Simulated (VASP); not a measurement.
Hf: single point with revPBE

Hf:

```xyz
2
Lattice="3.1967 0.0000 0.0000 -1.5983 2.7684 0.0000 0.0000 0.0000 5.0578" Properties=species:S:1:pos:R:3 pbc="T T T"
Hf    0.0000    1.8456    1.2645
Hf    1.5984    0.9228    3.7934
```

```json
{"Program": "VASP 6.6.1", "Task": "single point", "Functional": "revPBE", "Potentials or basis": "VASP PAW PBE potentials, release 64 (Hf_pv)", "Cutoff": "500 eV", "k mesh": "5 × 5 × 3", "Occupations": "fermi-dirac, width 0.3 eV", "Spin": "no spin polarisation"}
```

The pressure is 3.3 GPa and the band gap on the k mesh is zero (band 10 reaches 6.19 eV, above the bottom of band 11 at 4.90 eV).

Stress tensor (GPa, compression positive):
```
2.98 0.00 0.00
0.00 2.98 0.00
0.00 0.00 3.84
```

Levels at points of the mesh, in eV from the Fermi level:
```tsv
k point	band 8	band 9	band 10	band 11	band 12	band 13
(0.00, 0.00, 0.00)	-3.63	0.70	1.28	1.28	1.57	2.10
```

Run time: 11 s on 1 thread of Intel(R) Xeon(R) Platinum 8375C CPU @ 2.90GHz (Ice Lake), on a shared host, peak memory 0.15 GiB.

Caveat: the k points lie up to 0.45 Å⁻¹ apart; the PAW data sets were made with another functional, which shifts forces and pressure a little; spin-orbit coupling is left out, which moves the levels of the heavy elements.
